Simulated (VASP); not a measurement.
Write the native input for VASP 6.6.1 that does the following.

```yaml
Task: single point
Functional: revPBE
Dispersion: D4
Potentials_or_basis: VASP PAW PBE potentials, release 64 (Al, O)
Cutoff: 520 eV
k_mesh: 10 × 10 × 4
Occupations: fermi-dirac, width 0.05 eV
Spin: no spin polarisation
Dipole_correction: no
Further_INCAR_settings: ALGO = Normal; EDIFF = 1e-06; NBANDS = 20
```

The structure of Al2O3 lies in POSCAR:

```
Al2O3
1.0
    2.9877905719      0.0000000000      0.0000000000
   -1.4938952859      2.5875025364      0.0000000000
    0.0000000000      0.0000000000      7.2512624379
Al O
2 3
Direct
    0.0000000000      0.0000000000      0.7305600198
    0.0000000000      0.0000000000      0.2694399802
    0.0000000000      0.0000000000      0.5000000000
    0.6666666667      0.3333333333      0.8133106135
    0.3333333333      0.6666666667      0.1866893865
```

The input as run:

INCAR

```
  PREC = Accurate
  ENCUT = 520
  EDIFF = 1E-6
  ISMEAR = -1
  SIGMA = 0.05
  LREAL = F
  LASPH = T
  NELM = 60
  ALGO = Normal
  ISIF = 2
  LWAVE = F
  LCHARG = F
  GGA = RE
  IVDW = 13
  NBANDS = 20
```

KPOINTS

```
Automatic mesh
0
Gamma
  10 10 4
```

Potentials or basis: VASP PAW PBE potentials, release 64 (Al, O).

Run with:

```bash
$ cat potpaw_PBE.64/Al/POTCAR potpaw_PBE.64/O/POTCAR > POTCAR
$ mpirun -np 1 vasp_std > vasp.out
```

It gave:

| Item | Value |
| --- | --- |
| Pressure | -0.4 GPa |
| Largest force | 0.029 eV/Å |
| Band gap on the k mesh | 2.56 eV, direct |
| Dispersion energy per atom | -0.417 eV |

Caveat: the PAW data sets were made with another functional, which shifts forces and pressure a little.

Wall time 70 s on 1 thread of AMD EPYC 7R13 Processor (Zen 3), with other jobs on the host, peak memory 0.16 GiB.
